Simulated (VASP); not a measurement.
Write the native input for VASP 6.6.1 that does the following.

- Task: single point
- Functional: PBE
- Potentials or basis: VASP PAW PBE potentials, release 64 (Sr_sv, Sc_sv, I)
- Cutoff: 500 eV
- k mesh: 4 × 4 × 2
- Occupations: gaussian, width 0.1 eV
- Spin: collinear spin
- Starting moments: [0.0, 0.0, 1.0, 0.0, 0.0, 0.0, 0.0, 0.0] μB
- Dipole correction: no
- Further INCAR settings: ALGO = Normal; EDIFF = 1e-06; NBANDS = 47

The structure of Sr2ScI5 lies in POSCAR:

```
Sr2ScI5
1.0
    5.4601057011      0.0000000000      0.0000000000
    0.0000000000      5.4601057011      0.0000000000
    0.0000000000      0.0000000000      9.6724941861
Sr Sc I
2 1 5
Direct
    0.0000000000      0.0000000000      0.0000000000
    0.5000000000      0.5000000000      0.5000000000
    0.0000000000      0.0000000000      0.5000000000
    0.0000000000      0.5000000000      0.3080229474
    0.5000000000      0.0000000000      0.6919770526
    0.5000000000      0.0000000000      0.3080229474
    0.0000000000      0.5000000000      0.6919770526
    0.5000000000      0.5000000000      0.0000000000
```

The cell was built from a structure type or drawn by symmetry, and may not be a known phase.

These files were run (other wordings do the same):

INCAR

```
PREC     = Accurate       # precision mode
ENCUT    = 500            # plane-wave cutoff, eV
EDIFF    = 1E-6           # SCF threshold, eV
ISMEAR   = 0              # smearing method
SIGMA    = 0.1            # smearing width, eV
LREAL    = False          # projectors in reciprocal space
LASPH    = True           # aspherical terms in the spheres
NELM     = 200            # most SCF steps
ALGO     = Normal         # electronic algorithm
ISIF     = 2              # what is computed and relaxed
LWAVE    = False          # write WAVECAR
LCHARG   = False          # write CHGCAR
ISPIN    = 2              # spin polarisation
MAGMOM   = 0 0 1 0 0 0 0 0 # initial moments
LORBIT   = 11             # projections on sites
LMAXMIX  = 4              # l up to which the mixer works
GGA      = PE             # functional
NBANDS   = 47             # bands
GGA_COMPAT= False
```

KPOINTS

```
Automatic mesh
0
Gamma
  4 4 2
```

Potentials or basis: VASP PAW PBE potentials, release 64 (Sr_sv, Sc_sv, I).

Command:

```console
$ cat potpaw_PBE.64/Sr_sv/POTCAR potpaw_PBE.64/Sc_sv/POTCAR potpaw_PBE.64/I/POTCAR > POTCAR
$ mpirun -np 1 vasp_std > vasp.out
```

It gave:

| Item | Value |
| --- | --- |
| Pressure | 0.4 GPa |
| Largest force | 0.102 eV/Å |
| Net moment | 1.63 μB per cell |
| Site moments | Sr +0.01, +0.06; Sc +0.92; I -0.01, +0.00 (each value once) μB |
| Valence electrons inside the program's atomic spheres | Sr 7.82, 8.03; Sc 9.30; I 4.34, 4.31 (each value once) |

Run time: 12 min on 1 thread of Intel Xeon 8259CL (shared host), peak memory 0.55 GiB.
